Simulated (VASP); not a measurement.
A run of VASP 6.6.1 is set up as follows.

Contents of INCAR:

```
SYSTEM = BiTe
  ALGO = Normal
  EDIFF = 1E-6
  ENCUT = 520
  GGA = PE
  ISIF = 2
  ISMEAR = 0
  LASPH = .TRUE.
  LCHARG = .FALSE.
  LREAL = .FALSE.
  LWAVE = .FALSE.
  NBANDS = 52
  NELM = 60
  PREC = Accurate
  SIGMA = 0.1
```

KPOINTS

```
k-points
0
G
  12 12 3
  0 0 0
```

The input POSCAR:

```
BiTe
1.0
    4.2538549128      0.0000000000      0.0000000000
   -2.1269274564      3.6839464185      0.0000000000
    0.0000000000      0.0000000000     17.0973321947
Bi Te
4 4
Direct
    0.0000000000      0.0000000000      0.0000000000
    0.3333333333      0.6666666667      0.2500000000
    0.0000000000      0.0000000000      0.5000000000
    0.6666666667      0.3333333333      0.7500000000
    0.6666666667      0.3333333333      0.1229896912
    0.6666666667      0.3333333333      0.3770103088
    0.3333333333      0.6666666667      0.6229896912
    0.3333333333      0.6666666667      0.8770103088
```

Potentials or basis: VASP PAW PBE potentials, release 64 (Bi_d, Te).

The run is started by

```bash
$ cat potpaw_PBE.64/Bi_d/POTCAR potpaw_PBE.64/Te/POTCAR > POTCAR
$ mpirun -np 1 vasp_std > vasp.out
```

Question: What does it give for the band gap on the k mesh?

Answer: Zero (bands 42 and 43 overlap by 1.14 eV).

Question: Predict the pressure.

Answer: 0.0 GPa.

Caveat: spin-orbit coupling is left out, which moves the levels of the heavy elements.
